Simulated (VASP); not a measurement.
Here is a VASP 6.6.1 calculation.

The input INCAR:

```
SYSTEM = ScAl
ALGO = Normal ; EDIFF = 1E-6
ENCUT = 500 ; GGA = CA
GGA_COMPAT = .FALSE. ; ISIF = 2
ISMEAR = -1 ; LASPH = .TRUE.
LCHARG = .FALSE. ; LREAL = .FALSE.
LWAVE = .FALSE. ; NBANDS = 14
NELM = 120 ; PREC = Accurate
SIGMA = 0.05
```

File KPOINTS:

```
k-points
0
G
  10 10 10
  0 0 0
```

POSCAR

```
ScAl
1.0
    3.3703489700      0.0000000000      0.0000000000
    0.0000000000      3.3703489700      0.0000000000
    0.0000000000      0.0000000000      3.3703489700
Sc Al
1 1
Direct
    0.5000000000      0.5000000000      0.5000000000
    0.0000000000      0.0000000000      0.0000000000
```

Potentials or basis: VASP PAW LDA potentials, release 64 (Sc_sv, Al).

Run with:

```console
$ cat potpaw_LDA.64/Sc_sv/POTCAR potpaw_LDA.64/Al/POTCAR > POTCAR
$ mpirun -np 1 vasp_std > vasp.out
```

(1) Predict the pressure.

(2) Predict the band gap on the k mesh.

Answers

(1) -4.3 GPa.

(2) zero (bands 7 and 8 overlap by 1.11 eV).

Caveat: the cell stands under tension.
